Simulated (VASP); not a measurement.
# Cd16S16O (a cell with a defect) in VASP: further runs

The runs below take Cd16S16O (a cell with a defect) through single point, with PBE.

Everything below comes from runs of VASP 6.6.1. Logs are shortened: lines on timing, memory, paths and dates and some standing lists are left out, and cuts for length are marked.

### 1 The cell of the first run

The cell holds a defect, 33 atoms: a = 8.328 Å, b = 8.328 Å, c = 13.535 Å, α = 90.00°, β = 90.00°, γ = 120.00°.

### 2 Single point, PBE

File INCAR:

```
SYSTEM = Cd16S16O
ALGO = Normal
EDIFF = 1E-6
ENCUT = 520
GGA = PE
GGA_COMPAT = .FALSE.
ISIF = 2
ISMEAR = -1
ISYM = -1
LASPH = .TRUE.
LCHARG = .TRUE.
LELF = .TRUE.
LREAL = Auto
LVHAR = .TRUE.
LWAVE = .FALSE.
NBANDS = 169
NELECT = 296.0
NELM = 120
PREC = Accurate
SIGMA = 0.01
```

File KPOINTS:

```
explicit points
1
Reciprocal
  0.25000000   0.25000000   0.25000000 1
```

File POSCAR:

```
Cd16S16O
1.0
    8.3277842500     -0.0000000600      0.0000000000
   -4.1638920700      7.2120727400      0.0000000000
    0.0000000000      0.0000000000     13.5350132800
Cd S O
16 16 1
Direct
    0.3318271856      0.1578117777      0.2506178553
    0.1745625472      0.3524580384     -0.0020039138
    0.3195493210      0.1389163775      0.7546184691
    0.1681970728      0.3380675845      0.4963984786
    0.3303729083      0.6718068709      0.2412481564
    0.1238915738      0.8760828177     -0.0391272612
    0.3437604793      0.6575859939      0.7521987448
    0.1674167755      0.8340575902      0.4915007368
    0.8416637344      0.1594954865      0.2544431933
    0.6790164843      0.3215092421      0.0208927760
    0.8832011157      0.1182865292      0.7632312423
    0.6667346309      0.3342022643      0.5227343966
    0.8445843907      0.6697960801      0.2505139027
    0.6486468361      0.8269251093     -0.0020769836
    0.8615657864      0.6817604632      0.7546478743
    0.6621888362      0.8315344639      0.4960454682
    0.3425493410      0.1720400037      0.4397374333
    0.1701541353      0.3343578326      0.1906513091
    0.3663063507      0.2086368339      0.9515239279
    0.1874731594      0.3390330491      0.6806647921
    0.3348141758      0.6653758487      0.4290370375
    0.1652225427      0.8373467972      0.1797385012
    0.3161921342      0.6850263713      0.9397292590
    0.1865582087      0.8137570464      0.6734614744
    0.8325550794      0.1673883630      0.4421066959
    0.6718727107      0.3299866940      0.2062244744
    0.8375150713      0.1641711188      0.9494233019
    0.6793590123      0.3226448380      0.7058881142
    0.8297186281      0.6585299706      0.4395779950
    0.6677870783      0.8311319445      0.1905061300
    0.7913298999      0.6342341810      0.9512216748
    0.6622542618      0.8144079035      0.6804160299
    0.0312486617     -0.0299752936     -0.1785019305
```

Potentials or basis: VASP PAW PBE potentials, release 64 (Cd, S, O).

Run with:

```sh
> cat potpaw_PBE.64/Cd/POTCAR potpaw_PBE.64/S/POTCAR potpaw_PBE.64/O/POTCAR > POTCAR
> mpirun -np 1 vasp_std > vasp.out
```

OUTCAR:

```text
SYSTEM = Cd16S16O
   EDIFF = 1E-6
   ENCUT = 520
   GGA = PE
   ISIF = 2
   ISMEAR = -1
   ISYM = -1
   LASPH = .TRUE.
   LREAL = Auto
   NELECT = 296.0
   NELM = 120
   PREC = Accurate

 ion  position               nearest neighbor table
   1  0.332  0.158  0.251-  22 2.50  26 2.53  17 2.56  18 2.57
   2  0.175  0.352  0.998-  19 2.51  27 2.52  23 2.53  18 2.61
   3  0.320  0.139  0.755-  33 2.28  24 2.60  20 2.61  28 2.68  19 2.71   6 3.42  11 3.55
   4  0.168  0.338  0.496-  20 2.50  25 2.53  21 2.53  17 2.57
   5  0.330  0.672  0.241-  22 2.53  18 2.53  30 2.53  21 2.54
   6  0.124  0.876  0.961-  33 2.32  31 2.48  19 2.48  23 2.78  22 3.02  15 3.41   3 3.42
   7  0.344  0.658  0.752-  20 2.49  32 2.49  24 2.50  23 2.57
   8  0.167  0.834  0.492-  24 2.48  29 2.54  17 2.54  21 2.57
   9  0.842  0.159  0.254-  30 2.52  18 2.52  26 2.54  25 2.54
  10  0.679  0.322  0.021-  19 2.47  31 2.47  27 2.47  26 2.51
  11  0.883  0.118  0.763-  33 2.28  32 2.53  20 2.53  27 2.61  28 3.04  15 3.55   3 3.55
  12  0.667  0.334  0.523-  28 2.49  17 2.59  29 2.60  25 2.64
  13  0.845  0.670  0.251-  22 2.50  26 2.52  29 2.56  30 2.57
  14  0.649  0.827  0.998-  31 2.51  27 2.52  23 2.53  30 2.61
  15  0.862  0.682  0.755-  33 2.28  24 2.60  32 2.61  28 2.67  31 2.71   6 3.41  11 3.55
  16  0.662  0.832  0.496-  32 2.50  21 2.53  25 2.53  29 2.57
  17  0.343  0.172  0.440-   8 2.54   1 2.56   4 2.57  12 2.59
  18  0.170  0.334  0.191-   9 2.52   5 2.53   1 2.57   2 2.61
  19  0.366  0.209  0.952-  10 2.47   6 2.48   2 2.51   3 2.71
  20  0.187  0.339  0.681-   7 2.49   4 2.50  11 2.53   3 2.61
  21  0.335  0.665  0.429-  16 2.53   4 2.53   5 2.54   8 2.57
[... 10 lines left out ...]
  32  0.662  0.814  0.680-   7 2.49  16 2.50  11 2.53  15 2.61
  33  0.031  0.970  0.821-   3 2.28  15 2.28  11 2.28   6 2.32

IMPORTANT INFORMATION: All symmetrisations will be switched off!
NOSYMM: (Re-)initialisation of all symmetry stuff for point group C_1.

----------------------------------------------------------------------------------------

                                     Primitive cell

  volume of cell :     812.9208

  direct lattice vectors                    reciprocal lattice vectors
     8.327784250 -0.000000060  0.000000000     0.120079961  0.069328196  0.000000000
    -4.163892070  7.212072740  0.000000000     0.000000001  0.138656395  0.000000000
     0.000000000  0.000000000 13.535013280     0.000000000  0.000000000  0.073882454

  length of vectors
     8.327784250  8.327784242 13.535013280     0.138656395  0.138656395  0.073882454

  position of ions in fractional coordinates (direct lattice)
     0.331827186  0.157811778  0.250617855
     0.174562547  0.352458038  0.997996086
     0.319549321  0.138916378  0.754618469
     0.168197073  0.338067585  0.496398479
     0.330372908  0.671806871  0.241248156
     0.123891574  0.876082818  0.960872739
[... 25 lines left out ...]
     0.662254262  0.814407903  0.680416030
     0.031248662  0.970024706  0.821498070

  ion indices of the primitive-cell ions
   primitive index   ion index
                 1           1
                 2           2
                 3           3
                 4           4
                 5           5
                 6           6
[... 25 lines left out ...]
                32          32
                33          33

----------------------------------------------------------------------------------------

 KPOINTS: explicit points

Read explicit list of k-points.

 Found      1 k-points:

 Following reciprocal coordinates:
            Coordinates               Weight
  0.250000  0.250000  0.250000      1.000000
   k-points           NKPTS =      1   k-points in BZ     NKDIM =      1   number of bands    NBANDS=    169
   number of dos      NEDOS =    301   number of ions     NIONS =     33
   total plane-waves  NPLWV = 442368
   dimension x,y,z NGX =    64 NGY =   64 NGZ =  108
   dimension x,y,z NGXF=   128 NGYF=  128 NGZF=  216
   ions per type =              16  16   1
   NGX,Y,Z   is equivalent  to a cutoff of  12.78, 12.78, 13.27 a.u.
   NGXF,Y,Z  is equivalent  to a cutoff of  25.55, 25.55, 26.53 a.u.
 SYSTEM =  Cd16S16O
   PREC   = accura    normal or accurate (medium, high low for compatibility)
   ISTART =      0    job   : 0-new  1-cont  2-samecut
   ICHARG =      2    charge: 1-file 2-atom 10-const
   ISPIN  =      1    spin polarized calculation?
   LNONCOLLINEAR =      F non collinear calculations
   LSORBIT =      F    spin-orbit coupling
   LASPH  =      T    aspherical Exc in radial PAW
   ENCUT  =  520.0 eV  38.22 Ry    6.18 a.u.  15.48 15.48 25.17*2*pi/ulx,y,z
   NELM   =    120;   NELMIN=  2; NELMDL= -5     # of ELM steps
   EDIFF  = 0.1E-05   stopping-criterion for ELM
   LREAL  =      T    real-space projection
   EDIFFG = 0.1E-04   stopping-criterion for IOM
   NSW    =      0    number of steps for IOM
   IBRION =     -1    ionic relax: 0-MD 1-quasi-New 2-CG
   NFREE  =      0    steps in history (QN), initial steepest desc. (CG)
   ISIF   =      2    stress and relaxation
   ISYM   =     -1    0-nonsym 1-usesym 2-fastsym
   POTIM  = 0.5000    time-step for ionic-motion
   TEBEG  =    0.0;   TEEND  =   0.0 temperature during run
   PSTRESS=    0.0 pullay stress
   NELECT =     296.0000    total number of electrons
   NUPDOWN=      -1.0000    fix difference up-down
   EMIN   =  10.00;   EMAX   =-10.00  energy-range for DOS
   EFERMI =   0.00;   METHOD = LEGACY
   ISMEAR =    -1;   SIGMA  =   0.01  broadening in eV -4-tet -1-fermi 0-gaus
   EFERMI_NEDOS =   21; number of points for ismear=-14 and -15
   IALGO  =     38    algorithm
   IMIX   =      4    mixing-type and parameters
     AMIX     =   0.40;   BMIX     =  1.00
     AMIX_MAG =   1.60;   BMIX_MAG =  1.00
  volume/ion in A,a.u.               =      24.63       166.24
  Fermi-wavevector in a.u.,A,eV,Ry     =   1.169022  2.209131 18.593888  1.366612
  Thomas-Fermi vector in A             =   2.305501
   LORBIT       =      0    0 simple, 1 ext, 2 COOP (PROOUT), +10 PAW based schemes
   GGA     = PE    functional components
   LHFCALC =     F    Hartree Fock is set to
   AEXX    =    0.0000 exact exchange contribution
   IVDW    =     0    specifies the selected vdW correction
   LEPSILON=     F    determine dielectric tensor
   LRPA    =     F    only Hartree local field effects (RPA)
 non-spin polarized calculation
  energy-cutoff  :      520.00
  volume of cell :      812.92
 maximum number of plane-waves:     21888
 NGX is ok and might be reduce to    64
   NGX = 31   NGY = 31   NGZ = 51

 number of electron     296.0000003 magnetization

 Free energy of the ion-electron system (eV)
  ---------------------------------------------------
  ext. energy  EPLUGINS =         0.00000000
  ---------------------------------------------------
  free energy    TOTEN  =       -99.64255870 eV

  energy without entropy =      -99.64255870  energy(sigma->0) =      -99.64255870

 E-fermi :   2.3036     XC(G=0):  -9.1874

 val. band max:        2.0001058792   @ k =   0.2500   0.2500   0.2500
 cond. band min:       4.0024010850   @ k =   0.2500   0.2500   0.2500
 fundamental gap:      2.0022952059
 Fermi energy:         2.3035888167

 k-point     1 :       0.2500    0.2500    0.2500
  band No.  band energies     occupation
      1     -13.9011      2.00000
      2     -11.1408      2.00000
      3     -11.0170      2.00000
      4     -10.9841      2.00000
      5     -10.9248      2.00000
      6     -10.8788      2.00000
[... 152 lines left out ...]
    159       5.4669      0.00000
    160       5.6034      0.00000
 [bands above 160 left out]

------------------------ aborting loop because EDIFF is reached ----------------------------------------

  FORCE on cell =-STRESS in cart. coord.  units (eV):
  Direction    XX          YY          ZZ          XY          YZ          ZX
  --------------------------------------------------------------------------------------
  -------------------------------------------------------------------------------------
  Total       22.1121707     19.1404396     28.4466115     -2.5854999      0.4357980     -0.8884197
  in kB       43.5806509     37.7236965     56.0651354     -5.0957352      0.8589098     -1.7509773
  external PRESSURE =      45.7898276 kB  Pullay stress =       0.0000000 kB

 VOLUME and BASIS-vectors are now :
 -----------------------------------------------------------------------------
  energy-cutoff  :      520.00
  volume of cell :      812.92
      direct lattice vectors                 reciprocal lattice vectors
     8.327784250 -0.000000060  0.000000000     0.120079961  0.069328196  0.000000000
    -4.163892070  7.212072740  0.000000000     0.000000001  0.138656395  0.000000000
     0.000000000  0.000000000 13.535013280     0.000000000  0.000000000  0.073882454

 POSITION                                       TOTAL-FORCE (eV/Angst)
 -----------------------------------------------------------------------------------
      2.10627      1.13815      3.39212        -0.004383     -0.000878      0.000824
     -0.01388      2.54195     13.50789         0.001939      0.001877      0.004276
      2.08270      1.00188     10.21377         0.051699      0.032389     -0.020542
     -0.00697      2.43817      6.71876         0.002278     -0.001815     -0.004900
     -0.04606      4.84512      3.26530        -0.007372      0.003783      0.001090
     -2.61617      6.31837     13.00543         0.035200     -0.020634      0.052684
[... 25 lines left out ...]
      2.12400      5.87357      9.20944        -0.001652     -0.010089     -0.004438
     -3.77885      6.99589     11.11899        -0.021769      0.013382      0.025275
 -----------------------------------------------------------------------------------
    total drift:                               -0.007230      0.003818     -0.008297

  FREE ENERGIE OF THE ION-ELECTRON SYSTEM (eV)
  ---------------------------------------------------
  free  energy   TOTEN  =       -99.6425587001 eV

  energy  without entropy=      -99.6425587001  energy(sigma->0) =      -99.64255870
```

It took 4.1 min on 1 thread of AMD EPYC 9R45 (Zen 5), shared host; peak memory 0.86 GiB.

Results:

```
Free energy   : -99.6426 eV
Largest force : 0.067 eV/Å
```

Forces in eV/Å, atoms in the order of the input:
```
Cd  -0.004 -0.001  0.001
Cd   0.002  0.002  0.004
Cd   0.052  0.032 -0.021
Cd   0.002 -0.002 -0.005
Cd  -0.007  0.004  0.001
Cd   0.035 -0.021  0.053
Cd  -0.001  0.002  0.014
Cd   0.000  0.001 -0.011
Cd   0.000 -0.001 -0.001
Cd   0.012 -0.006  0.011
Cd  -0.056  0.032 -0.016
Cd   0.001  0.000 -0.009
Cd  -0.002  0.005  0.001
Cd  -0.001 -0.002  0.005
Cd  -0.004 -0.060 -0.020
Cd   0.003 -0.001 -0.006
S    0.002  0.008  0.003
S    0.008 -0.003 -0.004
S    0.008  0.018 -0.006
S    0.007  0.005 -0.006
S    0.001 -0.001 -0.004
S    0.005 -0.002 -0.037
S   -0.023  0.014  0.005
S   -0.001  0.000 -0.003
S   -0.009  0.005  0.010
S    0.001  0.000  0.011
S   -0.008  0.005 -0.003
S    0.009 -0.003  0.019
S   -0.005 -0.007  0.003
S    0.007 -0.005 -0.005
S   -0.012 -0.019 -0.004
S   -0.002 -0.010 -0.004
O   -0.022  0.013  0.025
```

Caveat: the cell carries a net charge on a neutralising background, which shifts energy and pressure; the cell is charged against a uniform background, so pressure and absolute levels hang on convention.

### 3 Single point, PBE

File INCAR:

```
SYSTEM = Cd16S16O
PREC = Accurate
ENCUT = 520
EDIFF = 1E-6
ISMEAR = -1
SIGMA = 0.01
LREAL = Auto
LASPH = .TRUE.
NELM = 120
ALGO = Normal
ISIF = 2
LWAVE = .FALSE.
LCHARG = .FALSE.
GGA = PE
NBANDS = 169
GGA_COMPAT = .FALSE.
ISYM = -1
```

KPOINTS is that of step 2.

File POSCAR:

```
Cd16S16O
1.0
    8.3277842500     -0.0000000600      0.0000000000
   -4.1638920700      7.2120727400      0.0000000000
    0.0000000000      0.0000000000     13.5350132800
Cd S O
16 16 1
Direct
    0.3517585659      0.1543101189      0.2484989020
    0.1881053115      0.3448331390      0.0128881736
    0.3271671410      0.1653750232      0.7496899142
    0.1746853932      0.3354985069      0.4886866584
    0.3383808849      0.6623428420      0.2505787139
    0.1647539841      0.8348574313     -0.0046778504
    0.3356993071      0.6620196565      0.7487237509
    0.1650205438      0.8346087092      0.5036104251
    0.8448819543      0.1551010859      0.2507469508
    0.6726643655      0.3276321297     -0.0098269695
    0.8352131194      0.1640041465      0.7088866590
    0.6661560907      0.3338654602      0.5013427171
    0.8446631981      0.6466701307      0.2484477819
    0.6547854006      0.8122626559      0.0128244597
    0.8347455760      0.6746071060      0.7496699482
    0.6640219354      0.8252350012      0.4885936596
    0.3386650207      0.1612096931      0.4368605669
    0.1821488719      0.3272304317      0.1997720048
    0.3374908690      0.1680354765      0.9388648485
    0.1789449246      0.3400598083      0.6767860141
    0.3304566098      0.6690923284      0.4374120045
    0.1731887638      0.8260480246      0.1848266077
    0.3350749715      0.6646406093      0.9394243453
    0.1677730939      0.8325560767      0.6919716729
    0.8351477609      0.1649714282      0.4399386324
    0.6786899761      0.3196673504      0.1828969890
    0.8494361458      0.1508934914      0.9648081947
    0.6641187398      0.3376473086      0.6905621596
    0.8385983013      0.6613533762      0.4368148209
    0.6735630764      0.8180656369      0.1997367631
    0.8317710417      0.6628781671      0.9388443595
    0.6580450840      0.8204406342      0.6767168006
   -0.1062499865      0.1062023275     -0.1434837089
```

Potentials or basis: VASP PAW PBE potentials, release 64 (Cd, S, O).

Run with:

```sh
> cat potpaw_PBE.64/Cd/POTCAR potpaw_PBE.64/S/POTCAR potpaw_PBE.64/O/POTCAR > POTCAR
> mpirun -np 1 vasp_std > vasp.out
```

Wall time 4 min (1 thread of AMD EPYC 9R45 (Zen 5), shared host); peak memory 0.86 GiB.

It converged, with:

| Quantity | Value |
| --- | --- |
| Free energy | -105.0288 eV |
| Pressure | 2.0 GPa |
| Largest force | 0.114 eV/Å |
| Band gap on the k mesh | 2.50 eV |

Forces on the atoms (eV/Å):
```
Cd   0.001  0.001  0.003
Cd   0.008  0.005  0.002
Cd  -0.001  0.002  0.000
Cd   0.001 -0.004  0.000
Cd  -0.004  0.001 -0.002
Cd   0.004 -0.002  0.003
Cd  -0.001  0.002  0.005
Cd   0.000 -0.001  0.004
Cd  -0.004  0.003  0.003
Cd   0.000  0.000  0.002
Cd  -0.025  0.016 -0.066
Cd   0.005 -0.003  0.004
Cd   0.001 -0.002  0.003
Cd   0.000 -0.011  0.005
Cd  -0.004  0.003  0.001
Cd   0.004  0.001 -0.002
S   -0.004  0.000 -0.004
S    0.008 -0.001  0.005
S   -0.005  0.005 -0.002
S    0.006  0.003 -0.002
S   -0.008  0.005  0.001
S    0.000 -0.001 -0.006
S   -0.005  0.003 -0.009
S    0.003 -0.002  0.002
S   -0.003  0.002 -0.004
S    0.002 -0.002 -0.011
S    0.017 -0.008 -0.049
S   -0.005  0.004  0.005
S   -0.001  0.004 -0.004
S    0.006 -0.006  0.002
S   -0.006  0.002 -0.002
S    0.001 -0.008 -0.002
O    0.010 -0.008  0.113
```

Stress tensor (GPa, compression positive):
```
 1.75 -0.35  0.23
-0.35  1.34 -0.15
 0.23 -0.15  3.00
```

Levels at points of the mesh, in eV from the valence-band top:
```
           k point  band 144  band 145  band 146  band 147  band 148  band 149  band 150  band 151
(0.25, 0.25, 0.25)     -0.84     -0.80     -0.12      0.00      2.50      2.94      3.15      3.27
```

### 4 Single point, PBE

File INCAR:

```
  PREC = Accurate
  ENCUT = 520
  EDIFF = 1E-6
  ISMEAR = -1
  SIGMA = 0.01
  LREAL = Auto
  LASPH = True
  NELM = 120
  ALGO = Normal
  ISIF = 2
  LWAVE = False
  LCHARG = False
  GGA = PE
  NBANDS = 169
  GGA_COMPAT = False
  ISYM = -1
```

KPOINTS is that of step 3.

File POSCAR:

```
Cd16S16O
1.0
    8.3277842500     -0.0000000600      0.0000000000
   -4.1638920700      7.2120727400      0.0000000000
    0.0000000000      0.0000000000     13.5350132800
Cd S O
16 16 1
Direct
    0.3454253091      0.1863401922      0.2632966755
    0.1662409077      0.3260635458      0.0000212781
    0.3366124970      0.1735175261      0.7391001245
    0.1550797455      0.3505882567      0.4989404783
    0.3283899048      0.6708997807      0.2404570969
    0.1649446604      0.8341790532     -0.0408463582
    0.3344144548      0.6648321770      0.7518161076
    0.1556359338      0.8436204443      0.5011074507
    0.8354544476      0.1633950589      0.2457360722
    0.6630234942      0.3349989839     -0.0008042844
    0.8355310691      0.1635108370      0.7540946425
    0.6630198312      0.3371446916      0.5010474582
    0.8127924200      0.6533865116      0.2634158479
    0.6755206613      0.8337519958      0.0000307351
    0.8261495365      0.6627467889      0.7388842399
    0.6471278456      0.8436107425      0.4989473494
    0.3278837773      0.1808923824      0.4502060599
    0.1687204708      0.3357502201      0.1892426662
    0.3410467115      0.1778334838      0.9272152705
    0.1621097454      0.3374097985      0.6873235960
    0.3202354155      0.6774600306      0.4332349647
    0.1514994899      0.8475813028      0.2152616285
    0.3384486757      0.6629116473      0.9410061694
    0.1657421581      0.8339807746      0.6902739441
    0.8267293524      0.1719784442      0.4352580140
    0.6653000730      0.3337914254      0.1898869212
    0.8332910807      0.1666986861      0.9424307709
    0.6701544130      0.3291762474      0.6878231892
    0.8184492541      0.6722899538      0.4502904337
    0.6637473383      0.8304308977      0.1892379377
    0.8213496425      0.6570724146      0.9270375093
    0.6619830426      0.8372656873      0.6873038694
    0.1067014398     -0.1081273057      0.1069499505
```

Run with:

```sh
> cat potpaw_PBE.64/Cd/POTCAR potpaw_PBE.64/S/POTCAR potpaw_PBE.64/O/POTCAR > POTCAR
> mpirun -np 1 vasp_std > vasp.out
```

Run time: 3.9 min. Hardware: 1 thread of AMD EPYC 9R45 (Zen 5), shared host; peak memory 0.86 GiB.

The run converged. Its results:

* Free energy: -105.0287 eV
* Pressure: 2.0 GPa
* Largest force: 0.121 eV/Å
* Band gap on the k mesh: 2.50 eV

Forces in eV/Å, atoms in the order of the input:
```
Cd   0.002  0.004  0.003
Cd   0.000 -0.005  0.002
Cd  -0.007  0.000 -0.001
Cd  -0.002  0.001  0.003
Cd  -0.001  0.004  0.003
Cd   0.024 -0.014 -0.054
Cd  -0.002  0.005  0.003
Cd   0.002 -0.003 -0.002
Cd   0.000  0.003  0.003
Cd   0.003 -0.004  0.006
Cd  -0.001  0.004  0.003
Cd   0.002 -0.005 -0.005
Cd  -0.005 -0.002  0.005
Cd   0.005 -0.006  0.004
Cd  -0.009  0.004 -0.001
Cd  -0.001 -0.004  0.002
S   -0.003  0.005  0.004
S    0.001 -0.003 -0.004
S   -0.003  0.008 -0.004
S    0.000 -0.005 -0.006
S   -0.002 -0.001 -0.008
S   -0.021  0.020 -0.063
S    0.009 -0.001  0.006
S    0.010  0.000  0.002
S    0.001  0.003 -0.007
S    0.009 -0.005 -0.010
S   -0.001  0.007  0.003
S    0.006 -0.006  0.006
S   -0.004  0.007  0.002
S    0.000 -0.005 -0.004
S   -0.007 -0.001 -0.004
S    0.004 -0.003 -0.006
O   -0.010 -0.001  0.121
```

Stress tensor (GPa, compression positive):
```
 1.73 -0.35 -0.25
-0.35  1.35  0.12
-0.25  0.12  2.99
```

Levels at points of the mesh, in eV from the valence-band top:
```
           k point  band 145  band 146  band 147  band 148  band 149  band 150
(0.25, 0.25, 0.25)     -0.80     -0.12      0.00      2.50      2.93      3.15
```

(Part 1 of 2 ends here.)
